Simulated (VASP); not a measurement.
# Rb (Im-3m) in VASP: further runs, part 2 of 2

VASP 6.6.1. Earlier steps stand in the parts before.

## (4) Single point, r2SCAN

POSCAR

```
Rb
1.0
   -2.7910170000      2.7910170000      2.7910170000
    2.7910170000     -2.7910170000      2.7910170000
    2.7910170000      2.7910170000     -2.7910170000
Rb
1
Direct
    0.0000000000      0.0000000000      0.0000000000
```

INCAR.step1

```
SYSTEM = Rb
ALGO     = Normal         ! electronic algorithm
EDIFF    = 1E-4           ! SCF threshold, eV
ENCUT    = 520            ! plane-wave cutoff, eV
GGA      = PE             ! functional
ISMEAR   = -1             ! smearing method
LASPH    = .TRUE.         ! aspherical terms in the spheres
LCHARG   = .FALSE.        ! write CHGCAR
LREAL    = .FALSE.        ! projectors in reciprocal space
LWAVE    = .TRUE.         ! write WAVECAR
NBANDS   = 10             ! bands
NELM     = 60             ! most SCF steps
PREC     = Accurate       ! precision mode
SIGMA    = 0.05           ! smearing width, eV
```

INCAR.step2

```
SYSTEM = Rb
ALGO     = Normal         ! electronic algorithm
EDIFF    = 1E-6           ! SCF threshold, eV
ENCUT    = 520            ! plane-wave cutoff, eV
ISIF     = 2              ! what is computed and relaxed
ISMEAR   = -1             ! smearing method
ISTART   = 1            
LASPH    = .TRUE.         ! aspherical terms in the spheres
LCHARG   = .TRUE.         ! write CHGCAR
LELF     = .TRUE.         ! ELF
LMIXTAU  = .TRUE.       
LREAL    = .FALSE.        ! projectors in reciprocal space
LVHAR    = .TRUE.       
LWAVE    = .FALSE.        ! write WAVECAR
METAGGA  = R2SCAN         ! meta-GGA
NBANDS   = 10             ! bands
NELM     = 60             ! most SCF steps
PREC     = Accurate       ! precision mode
SIGMA    = 0.05           ! smearing width, eV
```

KPOINTS

```
k-points
0
G
  6 6 6
  0 0 0
```

Potentials or basis: VASP PAW PBE potentials, release 64 (Rb_sv).

The run is started by

```
cat potpaw_PBE.64/Rb_sv/POTCAR > POTCAR
cp INCAR.step1 INCAR
mpirun -np 1 vasp_std > vasp.out
cp INCAR.step2 INCAR
mpirun -np 1 vasp_std > vasp.out
```

OUTCAR:

```text
SYSTEM = Rb
   EDIFF = 1E-6
   ENCUT = 520
   ISIF = 2
   ISMEAR = -1
   ISTART = 1
   LASPH = .TRUE.
   LREAL = .FALSE.
   METAGGA = R2SCAN
   NELM = 60
   PREC = Accurate

 ion  position               nearest neighbor table
   1  0.000  0.000  0.000-

  LATTYP: Found a body centered cubic cell.
 ALAT       =     5.5820340000

  Lattice vectors:

 A1 = (  -2.7910170000,   2.7910170000,   2.7910170000)
 A2 = (   2.7910170000,  -2.7910170000,   2.7910170000)
[... 375 lines left out ...]
      8       3.8302      0.00000
      9       3.8302      0.00000
     10       6.0888      0.00000

------------------------ aborting loop because EDIFF is reached ----------------------------------------

  FORCE on cell =-STRESS in cart. coord.  units (eV):
  Direction    XX          YY          ZZ          XY          YZ          ZX
  --------------------------------------------------------------------------------------
  -------------------------------------------------------------------------------------
  Total        0.1598768      0.1598768      0.1598768      0.0000000     -0.0000000      0.0000000
  in kB        2.9454285      2.9454285      2.9454285      0.0000000     -0.0000000      0.0000000
  external PRESSURE =       2.9454285 kB  Pullay stress =       0.0000000 kB

 VOLUME and BASIS-vectors are now :
 -----------------------------------------------------------------------------
  energy-cutoff  :      520.00
  volume of cell :       86.97
      direct lattice vectors                 reciprocal lattice vectors
    -2.791017000  2.791017000  2.791017000     0.000000000  0.179146168  0.179146168
     2.791017000 -2.791017000  2.791017000     0.179146168  0.000000000  0.179146168
     2.791017000  2.791017000 -2.791017000     0.179146168  0.179146168  0.000000000

 POSITION                                       TOTAL-FORCE (eV/Angst)
 -----------------------------------------------------------------------------------
      0.00000      0.00000      0.00000        -0.000000      0.000000     -0.000000
 -----------------------------------------------------------------------------------
    total drift:                               -0.000000      0.000000      0.000000

  FREE ENERGIE OF THE ION-ELECTRON SYSTEM (eV)
  ---------------------------------------------------
  free  energy   TOTEN  =       -13.9018593483 eV

  energy  without entropy=      -13.8862716159  energy(sigma->0) =      -13.89406548
```

OSZICAR.step1:

```text
N       E                     dE             d eps       ncg     rms          rms(c)
DAV:   1     0.423558814238E+02    0.42356E+02   -0.32979E+03   320   0.651E+02
DAV:   2     0.207158577526E+01   -0.40284E+02   -0.39382E+02   364   0.122E+02
DAV:   3    -0.821670125945E+00   -0.28933E+01   -0.28856E+01   438   0.328E+01
DAV:   4    -0.922923477887E+00   -0.10125E+00   -0.10120E+00   438   0.513E+00
DAV:   5    -0.924068042651E+00   -0.11446E-02   -0.11445E-02   426   0.551E-01    0.132E+00
DAV:   6    -0.924423620720E+00   -0.35558E-03   -0.19380E-03   428   0.252E-01    0.797E-01
DAV:   7    -0.925231313046E+00   -0.80769E-03   -0.32821E-03   380   0.328E-01    0.487E-02
DAV:   8    -0.925338806884E+00   -0.10749E-03   -0.13475E-04   350   0.918E-02    0.185E-02
DAV:   9    -0.925348738598E+00   -0.99317E-05   -0.93912E-06   178   0.250E-02
   1 F= -.92534874E+00 E0= -.91745209E+00  d E =-.157933E-01
```

Run time: 50 s. Hardware: 1 thread of Intel Xeon Platinum 8375C at 2.90GHz (Ice Lake), shared host; peak memory 0.21 GiB.

What came out:

```yaml
Free_energy: -13.9019 eV
Pressure: 0.3 GPa
Band_gap_on_the_k_mesh: zero (an odd number of electrons rules out a gap without spin polarisation)
```

Caveat: the PAW data sets were made with another functional, which shifts forces and pressure a little.

## (5) Single point, HSE06

POSCAR is that of step 4.

INCAR.step1

```
SYSTEM = Rb
PREC = Accurate ; ENCUT = 520
EDIFF = 1E-5 ; ISMEAR = -1
SIGMA = 0.05 ; LREAL = .False.
LASPH = .True. ; NELM = 80
ALGO = Normal ; ISIF = 2
LWAVE = .True. ; LCHARG = .False.
NBANDS = 10 ; GGA = PE
```

INCAR.step2

```
SYSTEM = Rb
PREC = Accurate ; ENCUT = 520
EDIFF = 1E-6 ; ISMEAR = -1
SIGMA = 0.05 ; LREAL = .False.
LASPH = .True. ; NELM = 80
ALGO = Normal ; ISIF = 2
LWAVE = .False. ; LCHARG = .False.
GGA = PE ; LHFCALC = .True.
HFSCREEN = 0.2079 ; PRECFOCK = Normal
NBANDS = 10 ; ISTART = 1
```

KPOINTS

```
Automatic mesh
0
Gamma
  6 6 6
  0 0 0
```

Potentials or basis: VASP PAW PBE potentials, release 64 (Rb_sv).

The run is started by

```
cat potpaw_PBE.64/Rb_sv/POTCAR > POTCAR
cp INCAR.step1 INCAR
mpirun -np 1 vasp_std > vasp.out
cp INCAR.step2 INCAR
mpirun -np 1 vasp_std > vasp.out
```

OUTCAR:

```text
SYSTEM = Rb
   PREC = Accurate
   ENCUT = 520
   EDIFF = 1E-6
   ISMEAR = -1
   LREAL = .False.
   LASPH = .True.
   NELM = 80
   ISIF = 2
   GGA = PE
   LHFCALC = .True.
   HFSCREEN = 0.2079
   PRECFOCK = Normal
   ISTART = 1

 ion  position               nearest neighbor table
   1  0.000  0.000  0.000-

  LATTYP: Found a body centered cubic cell.
 ALAT       =     5.5820340000

[... 385 lines left out ...]
      6       1.6033      0.00000
      7       3.7557      0.00000
      8       3.7557      0.00000
      9       3.7557      0.00000
     10       5.6316      0.00000

------------------------ aborting loop because EDIFF is reached ----------------------------------------

  FORCE on cell =-STRESS in cart. coord.  units (eV):
  Direction    XX          YY          ZZ          XY          YZ          ZX
  --------------------------------------------------------------------------------------
  -------------------------------------------------------------------------------------
  Total        0.1354021      0.1354021      0.1354021      0.0000000     -0.0000000      0.0000000
  in kB        2.4945289      2.4945289      2.4945289      0.0000000     -0.0000000      0.0000000
  external PRESSURE =       2.4945289 kB  Pullay stress =       0.0000000 kB

 VOLUME and BASIS-vectors are now :
 -----------------------------------------------------------------------------
  energy-cutoff  :      520.00
  volume of cell :       86.97
      direct lattice vectors                 reciprocal lattice vectors
    -2.791017000  2.791017000  2.791017000     0.000000000  0.179146168  0.179146168
     2.791017000 -2.791017000  2.791017000     0.179146168  0.000000000  0.179146168
     2.791017000  2.791017000 -2.791017000     0.179146168  0.179146168  0.000000000

 POSITION                                       TOTAL-FORCE (eV/Angst)
 -----------------------------------------------------------------------------------
      0.00000      0.00000      0.00000        -0.000000      0.000000      0.000000
 -----------------------------------------------------------------------------------
    total drift:                               -0.000000      0.000000      0.000000

  FREE ENERGIE OF THE ION-ELECTRON SYSTEM (eV)
  ---------------------------------------------------
  free  energy   TOTEN  =        -0.9887250805 eV

  energy  without entropy=       -0.9732566926  energy(sigma->0) =       -0.98099089
```

Run time: 27 min. Hardware: 1 thread of Intel Xeon Platinum 8375C at 2.90GHz (Ice Lake), shared host; peak memory 0.33 GiB.

Results:

| Item | Value |
| --- | --- |
| Free energy | -0.9887 eV |
| Pressure | 0.2 GPa |
| Band gap on the k mesh | zero (an odd number of electrons rules out a gap without spin polarisation) |

Levels at points of the mesh, in eV from the Fermi level:
```tsv
k point	band 1	band 2	band 3	band 4	band 5	band 6	band 7	band 8
(0.00, 0.00, 0.00)	-31.45	-14.31	-14.31	-14.31	-2.38	4.14	4.14	4.14
(0.50, 0.00, 0.00)	-31.45	-14.43	-14.35	-14.31	0.30	0.82	2.92	4.78
(0.50, 0.50, 0.50)	-31.44	-14.39	-14.39	-14.39	1.43	1.43	3.58	3.58
```

Caveat: the PAW data sets were made with another functional, which shifts forces and pressure a little.

## (6) Overview

| level | grid for exact exchange (PRECFOCK) | share of exact exchange | screening parameter | gap on the mesh (eV) | pressure (GPa) |
| --- | --- | --- | --- | --- | --- |
| PBEsol | - | - | - | none | 0.0 |
| PBE | - | - | - | none | 0.2 |
| r2SCAN | - | - | - | none | 0.3 |
| HSE06 | Normal | 0.25 | 0.2079 1/Å | none | 0.2 |

Alike in all rows: task single point; potentials or basis VASP PAW PBE potentials, release 64 (Rb_sv); no spin polarisation; cell as given; k mesh 6 × 6 × 6; cutoff (eV) 520; smearing fermi-dirac 0.05 eV.

Caveats: the PAW data sets were made with another functional, which shifts forces and pressure a little (at least some runs).

Absolute energies hang on the potentials; compare differences alone.
